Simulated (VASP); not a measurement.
A run of VASP 6.6.1:

File INCAR:

```
SYSTEM = Se
ALGO     = Normal         ! electronic algorithm
EDIFF    = 1E-8           ! SCF threshold, eV
ENCUT    = 520            ! plane-wave cutoff, eV
GGA      = CA             ! functional
ISIF     = 2              ! what is computed and relaxed
ISMEAR   = -1             ! smearing method
LASPH    = .TRUE.         ! aspherical terms in the spheres
LCHARG   = .FALSE.        ! write CHGCAR
LEFG     = .TRUE.       
LREAL    = .FALSE.        ! projectors in reciprocal space
LWAVE    = .FALSE.        ! write WAVECAR
NBANDS   = 16             ! bands
NELM     = 100            ! most SCF steps
PREC     = Accurate       ! precision mode
SIGMA    = 0.03           ! smearing width, eV
```

The input KPOINTS:

```
k-points
0
G
  6 6 5
  0 0 0
```

File POSCAR:

```
Se
1.0
    4.3071900132      0.0000000000      0.0000000000
   -2.1535950066      3.7301359704      0.0000000000
    0.0000000000      0.0000000000      4.8866512526
Se
3
Direct
    0.2254000000      0.0000000000      0.3333333333
    0.0000000000      0.2254000000      0.6666666667
    0.7746000000      0.7746000000      0.0000000000
```

Potentials or basis: VASP PAW LDA potentials, release 64 (Se).

Command:

```sh
$ cat potpaw_LDA.64/Se/POTCAR > POTCAR
$ mpirun -np 1 vasp_std > vasp.out
```

Hardware: 1 thread of Intel(R) Xeon(R) 6975P-C (Granite Rapids) (shared host).

Estimate the wall time of this run.

Wall time 9.1 s on 1 thread of Intel(R) Xeon(R) 6975P-C (Granite Rapids), on a shared host, peak memory 0.16 GiB. Counts: scf iterations 13, k points 27.
